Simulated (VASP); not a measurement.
# Mg5ZnS6 in VASP: further runs, part 2 of 2

VASP 6.6.1.

### 4 Relaxation of cell and atoms, PBE

Contents of INCAR:

```
SYSTEM = Mg5ZnS6
PREC     = Accurate       ! precision mode
ENCUT    = 600            ! plane-wave cutoff, eV
EDIFF    = 1E-7           ! SCF threshold, eV
ISMEAR   = 0              ! smearing method
SIGMA    = 0.1            ! smearing width, eV
LREAL    = .FALSE.        ! projectors in reciprocal space
LASPH    = .TRUE.         ! aspherical terms in the spheres
NELM     = 120            ! most SCF steps
ALGO     = Normal         ! electronic algorithm
ISIF     = 3              ! what is computed and relaxed
LWAVE    = .FALSE.        ! write WAVECAR
LCHARG   = .FALSE.        ! write CHGCAR
GGA      = PE             ! functional
IBRION   = 2              ! ionic algorithm
NSW      = 90             ! ionic steps
EDIFFG   = -0.04          ! ionic threshold
GGA_COMPAT= .FALSE.      
NELMIN   = 4
```

Contents of KPOINTS:

```
Automatic mesh
0
G
  6 6 1
  0 0 0
```

Contents of POSCAR:

```
Mg5ZnS6
1.0
    3.8456747300      0.0000000000      0.0000000000
   -1.9228373700      3.3304520100      0.0000000000
    0.0000000000      0.0000000000     18.8398816300
Mg Zn S
5 1 6
Direct
    0.3333333300      0.6666666700      0.8333333300
    0.0000000000      0.0000000000      0.0000000000
    0.6666666700      0.3333333300      0.1666666700
    0.3333333300      0.6666666700      0.3333333300
    0.6666666700      0.3333333300      0.6666666700
    0.0000000000      0.0000000000      0.5000000000
    0.6666666700      0.3333333300      0.9166666700
    0.3333333300      0.6666666700      0.0833333300
    0.0000000000      0.0000000000      0.2500000000
    0.6666666700      0.3333333300      0.4166666700
    0.3333333300      0.6666666700      0.5833333300
    0.0000000000      0.0000000000      0.7500000000
```

Potentials or basis: VASP PAW PBE potentials, release 64 (Mg, Zn, S).

Launch:

```
cat potpaw_PBE.64/Mg/POTCAR potpaw_PBE.64/Zn/POTCAR potpaw_PBE.64/S/POTCAR > POTCAR
mpirun -np 1 vasp_std > vasp.out
```

OUTCAR:

```text
SYSTEM = Mg5ZnS6
   PREC = Accurate
   ENCUT = 600
   EDIFF = 1E-7
   ISMEAR = 0
   LREAL = .FALSE.
   LASPH = .TRUE.
   NELM = 120
   ISIF = 3
   GGA = PE
   IBRION = 2
   NSW = 90
   EDIFFG = -0.04
   NELMIN = 4

 ion  position               nearest neighbor table
   1  0.333  0.667  0.833-  12 2.72  12 2.72  12 2.72   7 2.72   7 2.72   7 2.72
   2  0.000  0.000  0.000-   7 2.72   8 2.72   7 2.72   8 2.72   7 2.72   8 2.72
   3  0.667  0.333  0.167-   9 2.72   9 2.72   9 2.72   8 2.72   8 2.72   8 2.72
   4  0.333  0.667  0.333-   9 2.72   9 2.72   9 2.72  10 2.72  10 2.72  10 2.72
   5  0.667  0.333  0.667-  12 2.72  12 2.72  12 2.72  11 2.72  11 2.72  11 2.72
   6  0.000  0.000  0.500-  10 2.72  11 2.72  10 2.72  11 2.72  10 2.72  11 2.72
   7  0.667  0.333  0.917-   2 2.72   2 2.72   2 2.72   1 2.72   1 2.72   1 2.72
   8  0.333  0.667  0.083-   2 2.72   2 2.72   2 2.72   3 2.72   3 2.72   3 2.72
   9  0.000  0.000  0.250-   3 2.72   4 2.72   3 2.72   4 2.72   3 2.72   4 2.72
  10  0.667  0.333  0.417-   6 2.72   6 2.72   6 2.72   4 2.72   4 2.72   4 2.72
  11  0.333  0.667  0.583-   6 2.72   6 2.72   6 2.72   5 2.72   5 2.72   5 2.72
  12  0.000  0.000  0.750-   1 2.72   5 2.72   5 2.72   1 2.72   5 2.72   1 2.72

  LATTYP: Found a hexagonal cell.
 ALAT       =     3.8456747300
 C/A-ratio  =     4.8989794907

  Lattice vectors:

 A1 = (   3.8456747300,   0.0000000000,   0.0000000000)
 A2 = (  -1.9228373700,   3.3304520100,   0.0000000000)
 A3 = (   0.0000000000,   0.0000000000,  18.8398816300)

Analysis of symmetry for initial positions (statically):
=====================================================================
 Subroutine PRICEL returns:
 Original cell was already a primitive cell.

 Routine SETGRP: Setting up the symmetry group for a
 hexagonal supercell.

 Subroutine GETGRP returns: Found 12 space group operations
 (whereof 12 operations were pure point group operations)
 out of a pool of 24 trial point group operations.

The static configuration has the point symmetry D_3d.

Analysis of symmetry for dynamics (positions and initial velocities):
=====================================================================
 Subroutine PRICEL returns:
 Original cell was already a primitive cell.

 Routine SETGRP: Setting up the symmetry group for a
 hexagonal supercell.

 Subroutine GETGRP returns: Found 12 space group operations
 (whereof 12 operations were pure point group operations)
 out of a pool of 24 trial point group operations.

The dynamic configuration has the point symmetry D_3d.

 Subroutine INISYM returns: Found 12 space group operations
 (whereof 12 operations are pure point group operations),
 and found     1 'primitive' translations

----------------------------------------------------------------------------------------

                                     Primitive cell

  volume of cell :     241.2981

  direct lattice vectors                    reciprocal lattice vectors
     3.845674730  0.000000000  0.000000000     0.260032392  0.150129772  0.000000000
    -1.922837370  3.330452010  0.000000000     0.000000000  0.300259543  0.000000000
     0.000000000  0.000000000 18.839881630     0.000000000  0.000000000  0.053078890

  length of vectors
     3.845674730  3.845674732 18.839881630     0.300259544  0.300259543  0.053078890

  position of ions in fractional coordinates (direct lattice)
     0.333333330  0.666666670  0.833333330
     0.000000000  0.000000000  0.000000000
     0.666666670  0.333333330  0.166666670
     0.333333330  0.666666670  0.333333330
     0.666666670  0.333333330  0.666666670
     0.000000000  0.000000000  0.500000000
[... 49 lines left out ...]
            Coordinates               Weight
  0.000000  0.000000  0.000000      1.000000
  0.166667  0.000000  0.000000      6.000000
  0.333333  0.000000  0.000000      6.000000
  0.500000  0.000000  0.000000      3.000000
  0.166667  0.166667  0.000000      6.000000
  0.333333  0.166667  0.000000     12.000000
  0.333333  0.333333  0.000000      2.000000
   k-points           NKPTS =      7   k-points in BZ     NKDIM =      7   number of bands    NBANDS=     36
   number of dos      NEDOS =    301   number of ions     NIONS =     12
   total plane-waves  NPLWV = 163840
   dimension x,y,z NGX =    32 NGY =   32 NGZ =  160
   dimension x,y,z NGXF=    64 NGYF=   64 NGZF=  320
   ions per type =               5   1   6
   NGX,Y,Z   is equivalent  to a cutoff of  13.83, 13.83, 14.12 a.u.
   NGXF,Y,Z  is equivalent  to a cutoff of  27.67, 27.67, 28.24 a.u.
 SYSTEM =  Mg5ZnS6
   PREC   = accura    normal or accurate (medium, high low for compatibility)
   ISTART =      0    job   : 0-new  1-cont  2-samecut
   ICHARG =      2    charge: 1-file 2-atom 10-const
   ISPIN  =      1    spin polarized calculation?
   LNONCOLLINEAR =      F non collinear calculations
   LSORBIT =      F    spin-orbit coupling
   LASPH  =      T    aspherical Exc in radial PAW
   ENCUT  =  600.0 eV  44.10 Ry    6.64 a.u.   7.68  7.68 37.63*2*pi/ulx,y,z
   NELM   =    120;   NELMIN=  4; NELMDL= -5     # of ELM steps
   EDIFF  = 0.1E-06   stopping-criterion for ELM
   LREAL  =      F    real-space projection
   EDIFFG = -.4E-01   stopping-criterion for IOM
   NSW    =     90    number of steps for IOM
   IBRION =      2    ionic relax: 0-MD 1-quasi-New 2-CG
   NFREE  =      1    steps in history (QN), initial steepest desc. (CG)
   ISIF   =      3    stress and relaxation
   ISYM   =      2    0-nonsym 1-usesym 2-fastsym
   POTIM  = 0.5000    time-step for ionic-motion
   TEBEG  =    0.0;   TEEND  =   0.0 temperature during run
   PSTRESS=    0.0 pullay stress
   NELECT =      58.0000    total number of electrons
   NUPDOWN=      -1.0000    fix difference up-down
   EMIN   =  10.00;   EMAX   =-10.00  energy-range for DOS
   EFERMI =   0.00;   METHOD = LEGACY
   ISMEAR =     0;   SIGMA  =   0.10  broadening in eV -4-tet -1-fermi 0-gaus
   EFERMI_NEDOS =   21; number of points for ismear=-14 and -15
   IALGO  =     38    algorithm
   IMIX   =      4    mixing-type and parameters
     AMIX     =   0.40;   BMIX     =  1.00
     AMIX_MAG =   1.60;   BMIX_MAG =  1.00
  volume/ion in A,a.u.               =      20.11       135.70
  Fermi-wavevector in a.u.,A,eV,Ry     =   1.017887  1.923527 14.096911  1.036094
  Thomas-Fermi vector in A             =   2.151313
   LORBIT       =      0    0 simple, 1 ext, 2 COOP (PROOUT), +10 PAW based schemes
   GGA     = PE    functional components
   LHFCALC =     F    Hartree Fock is set to
   AEXX    =    0.0000 exact exchange contribution
   IVDW    =     0    specifies the selected vdW correction
   LEPSILON=     F    determine dielectric tensor
   LRPA    =     F    only Hartree local field effects (RPA)
 conjugate gradient relaxation of ions
 non-spin polarized calculation
 Gauss-broadening in eV      SIGMA  =   0.10
  energy-cutoff  :      600.00
  volume of cell :      241.30
 maximum number of plane-waves:      8109
 NGX is ok and might be reduce to    32
   NGX = 15   NGY = 15   NGZ = 75

--------------------------------------- Ionic step        1  -------------------------------------------

 number of electron      58.0000017 magnetization

 Free energy of the ion-electron system (eV)
  ---------------------------------------------------
  ext. energy  EPLUGINS =         0.00000000
  ---------------------------------------------------
  free energy    TOTEN  =       -47.84725872 eV

  energy without entropy =      -47.84725872  energy(sigma->0) =      -47.84725872

 E-fermi :   3.0057     XC(G=0):  -9.2735

 val. band max:        2.5414052090   @ k =   0.0000   0.0000   0.0000
 cond. band min:       4.0923468632   @ k =   0.5000   0.0000   0.0000
 fundamental gap:      1.5509416542
 Fermi energy:         3.0056902773

 k-point     1 :       0.0000    0.0000    0.0000
  band No.  band energies     occupation
      1      -9.5346      2.00000
      2      -9.3319      2.00000
      3      -9.3110      2.00000
      4      -8.8336      2.00000
      5      -8.8123      2.00000
      6      -8.5185      2.00000
[... 393 lines left out ...]
  FREE ENERGIE OF THE ION-ELECTRON SYSTEM (eV)
  ---------------------------------------------------
  free  energy   TOTEN  =       -48.6459362121 eV

  energy  without entropy=      -48.6459362121  energy(sigma->0) =      -48.64593621

[... ionic steps 4 to 8 ...]

--------------------------------------- Ionic step        9  -------------------------------------------

 number of electron      58.0000003 magnetization

------------------------ aborting loop because EDIFF is reached ----------------------------------------
[... 87 lines left out ...]
--------------------------------------- Ionic step       11  -------------------------------------------

 number of electron      58.0000003 magnetization

 Free energy of the ion-electron system (eV)
  ---------------------------------------------------
  ext. energy  EPLUGINS =         0.00000000
  ---------------------------------------------------
  free energy    TOTEN  =       -48.65939517 eV

  energy without entropy =      -48.65939517  energy(sigma->0) =      -48.65939517

 E-fermi :   4.0823     XC(G=0):  -9.8149

 val. band max:        3.6508008811   @ k =   0.0000   0.0000   0.0000
 cond. band min:       5.4940469355   @ k =   0.5000   0.0000   0.0000
 fundamental gap:      1.8432460545
 Fermi energy:         4.0822690381

 k-point     1 :       0.0000    0.0000    0.0000
  band No.  band energies     occupation
      1      -9.1631      2.00000
      2      -8.9167      2.00000
      3      -8.8097      2.00000
      4      -8.2372      2.00000
      5      -8.1907      2.00000
      6      -7.7985      2.00000
[... 301 lines left out ...]
  FREE ENERGIE OF THE ION-ELECTRON SYSTEM (eV)
  ---------------------------------------------------
  free  energy   TOTEN  =       -48.6593951732 eV

  energy  without entropy=      -48.6593951731  energy(sigma->0) =      -48.65939517

 reached required accuracy - stopping structural energy minimisation
```

Run time: 27 min. Hardware: 1 thread of Intel Xeon 8259CL, shared host; peak memory 0.49 GiB.

What came out:

| Quantity | Value |
| --- | --- |
| Free energy | -48.6594 eV |
| Relaxed volume | 17.64 Å³/atom |
| Relaxed cell | a = 3.683 Å, b = 3.683 Å, c = 18.019 Å, α = 90.00°, β = 90.00°, γ = 120.00° |
| Space group after relaxing (to 0.1 Å) | P-3m1 (No. 164) |
| Energy gained by relaxing | 67.7 meV/atom |
| Ionic steps | 11 |
| Pressure after relaxing | 0.0 GPa |
| Largest force after relaxing | 0.030 eV/Å |
| Band gap on the k mesh | 1.84 eV (least direct gap 2.20 eV) |

Forces on the atoms (eV/Å):
```
Mg   0.000  0.000 -0.030
Mg   0.000  0.000  0.000
Mg   0.000  0.000  0.030
Mg   0.000  0.000 -0.018
Mg   0.000  0.000  0.018
Zn   0.000  0.000  0.000
S    0.000  0.000 -0.022
S    0.000  0.000  0.022
S    0.000  0.000  0.010
S    0.000  0.000  0.014
S    0.000  0.000 -0.014
S    0.000  0.000 -0.010
```

Step by step:
| step | energy change (eV) | largest force (eV/Å) | pressure (GPa) | volume (Å³) |
| --- | --- | --- | --- | --- |
| 1 | 0.0000 | 0.2858 | -7.61 | 241.30 |
| 2 | -0.7942 | 0.2667 | 0.79 | 209.47 |
| 3 | -0.7987 | 0.2710 | 0.05 | 211.43 |
| 4 | -0.7983 | 0.2724 | -0.15 | 212.00 |
| 5 | -0.8042 | 0.1666 | -0.16 | 212.00 |
| 6 | -0.8081 | 0.1158 | -0.15 | 211.98 |
| 7 | -0.8099 | 0.0600 | 0.09 | 211.32 |
| 8 | -0.8101 | 0.0557 | 0.20 | 211.03 |
| 9 | -0.8113 | 0.0452 | 0.02 | 211.52 |
| 10 | -0.8114 | 0.0400 | -0.07 | 211.77 |
| 11 | -0.8121 | 0.0304 | -0.05 | 211.70 |

Final structure:
```cif
data_structure
_symmetry_space_group_name_H-M 'P 1'
_symmetry_Int_Tables_number 1
_cell_length_a 3.6832
_cell_length_b 3.6832
_cell_length_c 18.0195
_cell_angle_alpha 90.000
_cell_angle_beta 90.000
_cell_angle_gamma 120.000
_cell_volume 211.70
loop_
_atom_site_label
_atom_site_type_symbol
_atom_site_fract_x
_atom_site_fract_y
_atom_site_fract_z
_atom_site_occupancy
Mg1 Mg 0.33333 0.66667 0.83280 1
Mg2 Mg 0.00000 0.00000 0.00000 1
Mg3 Mg 0.66667 0.33333 0.16720 1
Mg4 Mg 0.33333 0.66667 0.33507 1
Mg5 Mg 0.66667 0.33333 0.66493 1
Zn1 Zn 0.00000 0.00000 0.50000 1
S1 S 0.66667 0.33333 0.91651 1
S2 S 0.33333 0.66667 0.08349 1
S3 S 0.00000 0.00000 0.25111 1
S4 S 0.66667 0.33333 0.41964 1
S5 S 0.33333 0.66667 0.58036 1
S6 S 0.00000 0.00000 0.74889 1
```

Caveat: an odd mesh through Γ misses points on the zone boundary, where band edges can lie.

### 5 Single point, PBE

This run uses another cell than the first one, of 17.68 Å³/atom.

Contents of INCAR:

```
  ALGO = Normal
  EDIFF = 1E-6
  ENCUT = 600
  GGA = PE
  GGA_COMPAT = False
  ISIF = 2
  ISMEAR = 0
  LASPH = True
  LCHARG = True
  LELF = True
  LREAL = False
  LVHAR = True
  LWAVE = False
  NBANDS = 41
  NELM = 120
  PREC = Accurate
  SIGMA = 0.02
```

Contents of KPOINTS:

```
k-points
0
Gamma
  12 12 2
```

Contents of POSCAR:

```
Mg5ZnS6
1.0
    3.6864348681      0.0000000000      0.0000000000
   -1.8432174341      3.1925462452      0.0000000000
    0.0000000000      0.0000000000     18.0266199389
Mg Zn S
5 1 6
Direct
    0.3333333333      0.6666666667      0.8322553176
    0.0000000000      0.0000000000      0.0000000000
    0.6666666667      0.3333333333      0.1677446824
    0.3333333333      0.6666666667      0.3353543278
    0.6666666667      0.3333333333      0.6646456722
    0.0000000000      0.0000000000      0.5000000000
    0.6666666667      0.3333333333      0.9161297890
    0.3333333333      0.6666666667      0.0838702110
    0.0000000000      0.0000000000      0.2515880755
    0.6666666667      0.3333333333      0.4200299141
    0.3333333333      0.6666666667      0.5799700859
    0.0000000000      0.0000000000      0.7484119245
```

Launch:

```
cat potpaw_PBE.64/Mg/POTCAR potpaw_PBE.64/Zn/POTCAR potpaw_PBE.64/S/POTCAR > POTCAR
mpirun -np 1 vasp_std > vasp.out
```

It took 16 min on 1 thread of Intel Xeon 8259CL, shared host; peak memory 0.59 GiB.

The run converged. Its results:

* Free energy: -48.6701 eV
* Pressure: -0.2 GPa
* Largest force: 0.026 eV/Å
* Band gap on the k mesh: 1.83 eV (least direct gap 2.20 eV)

Forces in eV/Å, atoms in the order of the input:
```
Mg   0.000  0.000  0.000
Mg   0.000  0.000  0.000
Mg   0.000  0.000  0.000
Mg   0.000  0.000  0.000
Mg   0.000  0.000  0.000
Zn   0.000  0.000  0.000
S    0.000  0.000  0.000
S    0.000  0.000  0.000
S    0.000  0.000 -0.001
S    0.000  0.000 -0.026
S    0.000  0.000  0.026
S    0.000  0.000  0.001
```

Levels at points of the mesh, in eV from the valence-band top:
```tsv
k point	band 25	band 26	band 27	band 28	band 29	band 30	band 31	band 32	band 33	band 34
(0.00, 0.00, 0.00)	-0.13	-0.13	-0.10	-0.02	-0.02	3.11	4.32	4.32	4.56	4.63
(0.50, 0.00, 0.00)	-1.45	-1.06	-0.89	-0.43	-0.36	1.83	3.17	3.51	4.39	4.47
(0.00, 0.00, 0.50)	-0.21	-0.18	-0.18	-0.01	-0.01	3.36	3.93	4.35	4.50	4.74
(0.50, 0.00, 0.50)	-1.21	-1.05	-0.81	-0.60	-0.38	1.91	2.91	3.99	4.20	4.60
```

### 6 Summary

```csv
task,cell,k mesh,smearing,gap on the mesh (eV),pressure (GPa),largest force (eV/Å)
single point,"a = 3.846, b = 3.846, c = 18.840 Å, angles 90.0, 90.0, 120.0°, 12 atoms, atomic positions A",6 × 6 × 1,gaussian 0.1 eV,1.55,-7.6,0.29
single point,"a = 3.688, b = 3.685, c = 18.033 Å, angles 90.0, 90.0, 120.0°, 12 atoms, atomic positions B",6 × 6 × 1,gaussian 0.1 eV,1.84,-0.2,0.03
relaxation of cell and atoms,"relaxed from a = 3.846, b = 3.846, c = 18.840 Å, angles 90.0, 90.0, 120.0°, 12 atoms, atomic positions A",6 × 6 × 1,gaussian 0.1 eV,1.84,0.0,0.03
single point,"a = 3.686, b = 3.686, c = 18.027 Å, angles 90.0, 90.0, 120.0°, 12 atoms, atomic positions B",12 × 12 × 2,gaussian 0.02 eV,1.83,-0.2,0.03
```

Alike in all rows: level PBE; potentials or basis VASP PAW PBE potentials, release 64 (Mg, Zn, S); no spin polarisation; cutoff (eV) 600.

Caveats: an odd mesh through Γ misses points on the zone boundary, where band edges can lie (at least some runs); the cell stands under tension (at least some runs).

Total energies depend on the potentials used, so only differences within one code and one set of settings carry meaning.
